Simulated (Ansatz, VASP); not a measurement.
# One calculation of InP, two programs

The input INCAR:

```
SYSTEM = InP
PREC = Accurate ; ENCUT = 520
EDIFF = 1E-7 ; ISMEAR = 0
SIGMA = 0.15 ; LREAL = .False.
LASPH = .True. ; NELM = 60
ALGO = Normal ; ISIF = 2
LWAVE = .False. ; LCHARG = .False.
GGA = PE ; NBANDS = 16
```

Contents of KPOINTS:

```
Automatic mesh
0
Gamma
  20 20 20
  0 0 0
```

File POSCAR:

```
InP
1.0
    0.0000000000      2.8950448844      2.6715474194
    2.8950448844      0.0000000000      2.6715474194
    2.8950448844      2.8950448844      0.0000000000
In P
1 1
Direct
    0.0000000000      0.0000000000      0.0000000000
    0.5000000000      0.5000000000      0.5000000000
```

Input for Ansatz:

```yaml
crystal:
  lattice:
    - [0.0, 2.8950448844, 2.6715474194]
    - [2.8950448844, 0.0, 2.6715474194]
    - [2.8950448844, 2.8950448844, 0.0]
  atoms:
    - { symbol: In, position: [0.0, 0.0, 0.0] }
    - { symbol: P, position: [0.5, 0.5, 0.5] }
basis:
  ecutwfc: 420
kpoints:
  mp_grid: { grid: [20, 20, 20] }
hamiltonian:
  xc: pbe
scf:
  occupations: { method: gaussian, width: 0.15 }
output:
  forces: true
  stress: true
  eigenvalues: true
```

Alike in both runs: task single point; functional PBE; k mesh 20 × 20 × 20; occupations gaussian, width 0.15 eV; no spin polarisation.

|  | VASP | Ansatz |
| --- | --- | --- |
| version | VASP 6.6.1 | Ansatz 0.2.0 |
| potentials or method | VASP PAW PBE potentials, release 64 (In_d, P), cutoff 520 eV | scalar-relativistic, plane waves, PAW |
| valence electrons in the cell | 18 | 18 |

|  | VASP | Ansatz | Ansatz less VASP |
| --- | --- | --- | --- |
| gap on the k mesh at the Fermi level (eV) | none | none | - |
| pressure (GPa) | -2.6 | -2.5 | +0.04 |
| traceless stress, the component that is largest in VASP (GPa) | 5.23 | 5.26 | +0.025 |

A gap of «none» marks a metal or a gap that the smearing closes.
